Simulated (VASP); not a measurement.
Input of a VASP 6.6.1 run:

File POSCAR:

```
GaP
1.0
    0.0000000000      2.7252500000      2.7252500000
    2.7252500000      0.0000000000      2.7252500000
    2.7252500000      2.7252500000      0.0000000000
Ga P
1 1
Direct
    0.0000000000      0.0000000000      0.0000000000
    0.7500000000      0.7500000000      0.7500000000
```

INCAR.step1

```
SYSTEM = GaP
  PREC = Accurate
  ENCUT = 600
  ISMEAR = -1
  SIGMA = 0.08
  LREAL = .False.
  LASPH = .True.
  NELM = 80
  GGA = PE
  ALGO = Normal
  EDIFF = 1E-4
  LWAVE = .True.
  LCHARG = .False.
```

The input INCAR.step2:

```
SYSTEM = GaP
  PREC = Accurate
  ENCUT = 600
  EDIFF = 1E-7
  ISMEAR = -1
  SIGMA = 0.08
  LREAL = .False.
  LASPH = .True.
  NELM = 80
  ALGO = Normal
  ISIF = 3
  LWAVE = .False.
  LCHARG = .False.
  METAGGA = R2SCAN
  LMIXTAU = .True.
  IBRION = 2
  NSW = 100
  EDIFFG = -0.002
  ISTART = 1
```

File KPOINTS:

```
regular mesh
0
Gamma
  16 16 16
  0 0 0
```

Potentials or basis: VASP PAW PBE potentials, release 64 (Ga_d, P).

Launch:

```bash
$ cat potpaw_PBE.64/Ga_d/POTCAR potpaw_PBE.64/P/POTCAR > POTCAR
$ cp INCAR.step1 INCAR
$ mpirun -np 1 vasp_std > vasp.out
$ cp INCAR.step2 INCAR
$ mpirun -np 1 vasp_std > vasp.out
```

**Question.** Estimate the space group after relaxing (to 0.05 Å).

**Answer.** F-43m (No. 216).

**Question.** Predict the relaxed volume.

**Answer.** 20.24 Å³/atom.

**Question.** What does it give for the relaxed cell?

**Answer.** a = 3.854 Å, b = 3.854 Å, c = 3.854 Å, α = 60.00°, β = 60.00°, γ = 60.00°.

Final structure:
```xyz
2
Lattice="0.0000 2.7251 2.7251 2.7251 0.0000 2.7251 2.7251 2.7251 0.0000" Properties=species:S:1:pos:R:3 pbc="T T T"
Ga    0.0000    0.0000    0.0000
P     4.0876    4.0876    4.0876
```

Caveat: the PAW data sets were made with another functional, which shifts forces and pressure a little.
